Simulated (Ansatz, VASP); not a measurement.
**InSb in VASP and in Ansatz**

```
CELL_PARAMETERS angstrom
0.00000 3.23910 3.17432
3.23910 0.00000 3.17432
3.23910 3.23910 0.00000
ATOMIC_POSITIONS crystal
In 0.00000 0.00000 0.00000
Sb 0.75000 0.75000 0.75000
```

Change from the starting cell: z stretched by -2 %, ions relaxed.

Alike in both runs: functional PBE; k mesh 12 × 12 × 12; occupations fermi-dirac, width 0.05 eV; no spin polarisation.

Ansatz relaxed the structure, and its values are those at the end. VASP's run is a single point on that final structure, the one shown.

|  | VASP | Ansatz |
| --- | --- | --- |
| version | VASP 6.6.1 | Ansatz 0.2.0 |
| potentials or method | VASP PAW PBE potentials, release 64 (In_d, Sb) | plane-wave PAW, scalar-relativistic |
| plane-wave cutoff (eV) | 520 | 420 |
| valence electrons in the cell | 18 | 28 |

|  | VASP | Ansatz | Ansatz less VASP |
| --- | --- | --- | --- |
| pressure (GPa) | 4.2 | 4.2 | +0.02 |

The functional is the same, so the differences come from potentials, cutoffs and numerics. VASP's potentials hold 18 valence electrons a cell and Ansatz's 28, so a difference there can come from the potentials and not from the codes. Ansatz's warnings: stress scf threshold loose.

Neither program's run includes spin-orbit coupling.
